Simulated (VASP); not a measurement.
Wanted: the native input for a VASP 6.6.1 run.

```
Task                   : single point
Functional             : LDA
Potentials or basis    : VASP PAW LDA potentials, release 64 (Ga_d, N)
Cutoff                 : 520 eV
k mesh                 : 8 × 8 × 4
Occupations            : gaussian, width 0.01 eV
Spin                   : no spin polarisation
Dipole correction      : no
Further INCAR settings : ALGO = Normal; EDIFF = 1e-06; NBANDS = 26
```

The structure of GaN lies in POSCAR:

```
GaN
1.0
    3.1180155300      0.0000000000      0.0000000000
   -1.5590077650      2.7002806584      0.0000000000
    0.0000000000      0.0000000000      5.0838664752
Ga N
2 2
Direct
    0.3333333333      0.6666666667     -0.0006385991
    0.6666666667      0.3333333333      0.4993614009
    0.3333333333      0.6666666667      0.3756385991
    0.6666666667      0.3333333333      0.8756385991
```

These files were run (other wordings do the same):

INCAR

```
ALGO = Normal
EDIFF = 1E-6
ENCUT = 520
GGA = CA
ISIF = 2
ISMEAR = 0
LASPH = T
LCHARG = F
LREAL = F
LWAVE = F
NBANDS = 26
NELM = 60
PREC = Accurate
SIGMA = 0.01
```

KPOINTS

```
k-points
0
Gamma
  8 8 4
```

Potentials or basis: VASP PAW LDA potentials, release 64 (Ga_d, N).

Launch:

```console
$ cat potpaw_LDA.64/Ga_d/POTCAR potpaw_LDA.64/N/POTCAR > POTCAR
$ mpirun -np 1 vasp_std > vasp.out
```

It gave:

The pressure is 8.3 GPa. The band gap on the k mesh is 2.36 eV, direct.

Run time: 27 s on 1 thread of Intel(R) Xeon(R) Platinum 8259CL CPU @ 2.50GHz (Skylake/Cascade Lake), on a shared host, peak memory 0.15 GiB.
